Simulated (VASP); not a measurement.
BN, 2 atoms in the cell. The cell holds a slab with vacuum, 2 atoms: a = 2.609 Å, b = 2.609 Å, c = 26.000 Å, α = 90.00°, β = 90.00°, γ = 120.00°. 

| Quantity | Value |
| --- | --- |
| Program | VASP 6.6.1 |
| Task | single point |
| Functional | PBE |
| Dispersion | D3(BJ) |
| Potentials or basis | VASP PAW PBE potentials, release 64 (B, N) |
| Cutoff | 520 eV |
| k mesh | 12 × 12 × 1 |
| Occupations | gaussian, width 0.02 eV |
| Spin | no spin polarisation |
| Dipole correction | yes |
| Further INCAR settings | ALGO = Normal; EDIFF = 1e-06; NBANDS = 11 |

Potentials or basis: VASP PAW PBE potentials, release 64 (B, N).

Launch:

```console
$ cat potpaw_PBE.64/B/POTCAR potpaw_PBE.64/N/POTCAR > POTCAR
$ mpirun -np 1 vasp_std > vasp.out
```

Hardware: 1 thread of Intel(R) Xeon(R) Platinum 8375C CPU @ 2.90GHz (Ice Lake), with other jobs on the host.

Problem. Estimate the wall time of this run.

Solution. It took 35 s on 1 thread of Intel(R) Xeon(R) Platinum 8375C CPU @ 2.90GHz (Ice Lake) (shared host), peak memory 0.27 GiB. Counts: scf iterations 21, k points 19.
